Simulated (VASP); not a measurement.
Wanted: the native input for a VASP 6.6.1 run.

* Task: relaxation of cell and atoms
* Functional: PBEsol
* Potentials or basis: VASP PAW PBE potentials, release 64 (Na_pv, Ca_sv)
* Cutoff: 600 eV
* k mesh: 4 × 4 × 4
* Occupations: fermi-dirac, width 0.1 eV
* Spin: no spin polarisation
* Dipole correction: no
* Further INCAR settings: ALGO = Normal; EDIFF = 1e-07; IBRION = 2; EDIFFG = -0.01; NSW = 60; ISIF = 3

The structure of NaCa3 lies in POSCAR:

```
NaCa3
1.0
    0.0000000000      4.3373260000      4.3373260000
    4.3373260000      0.0000000000      4.3373260000
    4.3373260000      4.3373260000      0.0000000000
Na Ca
1 3
Direct
    0.0000000000      0.0000000000      0.0000000000
    0.2500000000      0.2500000000      0.2500000000
    0.7500000000      0.7500000000      0.7500000000
    0.5000000000      0.5000000000      0.5000000000
```

One way to write it, as run:

INCAR

```
PREC     = Accurate       # precision mode
ENCUT    = 600            # plane-wave cutoff, eV
EDIFF    = 1E-7           # SCF threshold, eV
ISMEAR   = -1             # smearing method
SIGMA    = 0.1            # smearing width, eV
LREAL    = False          # projectors in reciprocal space
LASPH    = True           # aspherical terms in the spheres
NELM     = 60             # most SCF steps
ALGO     = Normal         # electronic algorithm
ISIF     = 3              # what is computed and relaxed
LWAVE    = False          # write WAVECAR
LCHARG   = False          # write CHGCAR
GGA      = PS             # functional
IBRION   = 2              # ionic algorithm
NSW      = 60             # ionic steps
EDIFFG   = -0.01          # ionic threshold
```

KPOINTS

```
regular mesh
0
Gamma
  4 4 4
```

Potentials or basis: VASP PAW PBE potentials, release 64 (Na_pv, Ca_sv).

Launch:

```sh
$ cat potpaw_PBE.64/Na_pv/POTCAR potpaw_PBE.64/Ca_sv/POTCAR > POTCAR
$ mpirun -np 1 vasp_std > vasp.out
```

It gave:

```yaml
Relaxed_volume: 39.75 Å³/atom
Relaxed_cell: a = 6.081 Å, b = 6.081 Å, c = 6.081 Å, α = 60.00°, β = 60.00°, γ = 60.00°
Space_group_after_relaxing_to_0.05_Å: Fm-3m (No. 225)
Energy_gained_by_relaxing: 1.2 meV/atom
Ionic_steps: 3
Pressure_after_relaxing: 0.0 GPa
```

Caveat: the PAW data sets were made with another functional, which shifts forces and pressure a little.

It took 69 s on 1 thread of Intel(R) Xeon(R) 6975P-C (Granite Rapids) (shared host), peak memory 0.37 GiB.
